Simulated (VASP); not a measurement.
Set up this calculation in VASP 6.6.1, as the native input.

```
Task                   : single point
Functional             : PBEsol
Potentials or basis    : VASP PAW PBE potentials, release 64 (Si, C)
Cutoff                 : 600 eV
k mesh                 : 14 × 14 × 14
Occupations            : gaussian, width 0.05 eV
Spin                   : no spin polarisation
Dipole correction      : no
Further INCAR settings : ALGO = Normal; EDIFF = 1e-06; NBANDS = 11
```

The structure of SiC lies in POSCAR:

```
SiC
1.0
    0.0000000000      2.1770818764      2.1770818764
    2.1770818764      0.0000000000      2.1770818764
    2.1770818764      2.1770818764      0.0000000000
Si C
1 1
Direct
    0.0000000000      0.0000000000      0.0000000000
    0.7500000000      0.7500000000      0.7500000000
```

The input as run:

INCAR

```
PREC = Accurate
ENCUT = 600
EDIFF = 1E-6
ISMEAR = 0
SIGMA = 0.05
LREAL = False
LASPH = True
NELM = 120
ALGO = Normal
ISIF = 2
LWAVE = False
LCHARG = True
GGA = PS
LELF = True
LVHAR = True
NBANDS = 11
GGA_COMPAT = False
```

KPOINTS

```
Automatic mesh
0
Gamma
  14 14 14
```

Potentials or basis: VASP PAW PBE potentials, release 64 (Si, C).

Launch:

```console
$ cat potpaw_PBE.64/Si/POTCAR potpaw_PBE.64/C/POTCAR > POTCAR
$ mpirun -np 1 vasp_std > vasp.out
```

Results of the run:

```yaml
Pressure: 0.6 GPa
Band_gap_on_the_k_mesh: 1.23 eV (least direct gap 4.45 eV)
```

Caveat: the PAW data sets were made with another functional, which shifts forces and pressure a little.

Wall time 60 s on 1 thread of Intel Xeon 8259CL, on a shared host, peak memory 0.16 GiB.
